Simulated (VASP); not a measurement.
The system is LaTe.

```
La Te
1.0
     0.00000    3.21800    3.21800
     3.21800    0.00000    3.21800
     3.21800    3.21800    0.00000
La Te
1 1
Direct
  0.00000 0.00000 0.00000
  0.50000 0.50000 0.50000
```

| Quantity | Value |
| --- | --- |
| Program | VASP 6.6.1 |
| Task | relaxation of cell and atoms |
| Functional | LDA |
| Potentials or basis | VASP PAW LDA potentials, release 64 (La, Te) |
| Cutoff | 600 eV |
| k mesh | 12 × 12 × 12 |
| Occupations | fermi-dirac, width 0.05 eV |
| Spin | no spin polarisation |

At the start: pressure -2.5 GPa; volume 33.32 Å³/atom.

Question: How do energy, volume and symmetry change on relaxing?

Answer: Over 3 steps the energy falls by 11.4 meV/atom and the volume is 31.94 Å³/atom (-4.2 %); space group Fm-3m (No. 225, to 0.05 Å).

The path:
```
step  energy change (eV)  largest force (eV/Å)  pressure (GPa)  volume (Å³)
   1              0.0000                0.0000           -2.52        66.65
   2             -0.0070                0.0000            2.44        61.73
   3             -0.0228                0.0000           -0.01        63.88
```

Final structure:
```
CELL_PARAMETERS angstrom
0.00000 3.17281 3.17281
3.17281 0.00000 3.17281
3.17281 3.17281 0.00000
ATOMIC_POSITIONS crystal
La 0.00000 0.00000 0.00000
Te 0.50000 0.50000 0.50000
```
